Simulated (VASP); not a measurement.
K, 2 atoms in the cell. The structure is tetragonal, space group I4_1/amd (No. 141). The conventional cell has a = 6.104 Å, b = 6.104 Å, c = 3.297 Å, α = 90.00°, β = 90.00°, γ = 90.00°. K (site symmetry -4m2) has 10 K at 3.16 to 3.93 Å within 4.2 Å. 

| Item | Value |
| --- | --- |
| Program | VASP 6.6.1 |
| Task | relaxation of shape and atoms at fixed volume |
| Functional | PBE |
| Potentials or basis | VASP PAW PBE potentials, release 64 (K_sv) |
| Cutoff | 600 eV |
| k mesh | 10 × 10 × 10 |
| Occupations | fermi-dirac, width 0.05 eV |
| Spin | no spin polarisation |
| Dipole correction | no |
| Further INCAR settings | ALGO = Normal; EDIFF = 1e-07; IBRION = 2; EDIFFG = -0.005; NSW = 50; ISIF = 4 |

Potentials or basis: VASP PAW PBE potentials, release 64 (K_sv).

Launch:

```sh
$ cat potpaw_PBE.64/K_sv/POTCAR > POTCAR
$ mpirun -np 1 vasp_std > vasp.out
```

Hardware: 1 thread of Intel Xeon 8259CL (shared host).

**Question.** How long does it take, and how much memory?

**Answer.** It took 7.2 min on 1 thread of Intel Xeon 8259CL, on a shared host, peak memory 0.29 GiB. Counts: scf iterations 31, k points 102, ion steps 4.
